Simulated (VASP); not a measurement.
**SnO: single point with PBE+D3(BJ)**

System: SnO, a slab with vacuum.

```
Sn O
1.0
     3.82016    0.00000    0.00000
     0.00000    3.82016    0.00000
     0.00000    0.00000   22.22608
Sn O
4 4
Direct
  0.75000 0.25000 0.20246
  0.25000 0.75000 0.30878
  0.37500 0.87500 0.49325
  0.87500 0.37500 0.59957
  0.25000 0.25000 0.25562
  0.75000 0.75000 0.25562
  0.87500 0.87500 0.54641
  0.37500 0.37500 0.54641
```

This cell differs from its parent crystal: layers slid over each other.

```yaml
Program: VASP 6.6.1
Task: single point
Functional: PBE
Dispersion: D3(BJ)
Potentials_or_basis: VASP PAW PBE potentials, release 64 (Sn_d, O)
Cutoff: 520 eV
k_mesh: 7 × 7 × 1
Occupations: gaussian, width 0.05 eV
Spin: no spin polarisation
Dipole_correction: yes
Further_INCAR_settings: ALGO = Normal; EDIFF = 1e-06; NBANDS = 50
```

The largest force is 0.083 eV/Å. The band gap on the k mesh is 2.38 eV (least direct gap 2.53 eV). The dispersion energy per atom is -0.156 eV.

Forces in eV/Å, atoms in the order of the input:
```
Sn  -0.004 -0.004 -0.083
Sn  -0.026 -0.026  0.022
Sn   0.026  0.026 -0.022
Sn   0.004  0.004  0.083
O    0.008 -0.022 -0.001
O   -0.022  0.008 -0.001
O    0.022 -0.008  0.001
O   -0.008  0.022  0.001
```

Levels at points of the mesh, in eV from the valence-band top:
```
           k point  band 36  band 37  band 38  band 39  band 40  band 41  band 42  band 43  band 44  band 45
(0.00, 0.00, 0.00)    -1.99    -1.99    -1.99    -0.69    -0.04     2.48     2.82     2.83     3.82     4.84
```

Run time: 7.4 min on 1 thread of Oxide Virtual Turin-like Processor, with other jobs on the host, peak memory 0.4 GiB.

Caveat: the cell differs from its parent crystal (layers slid over each other); spin-orbit coupling is left out, which moves the levels of the heavy elements.
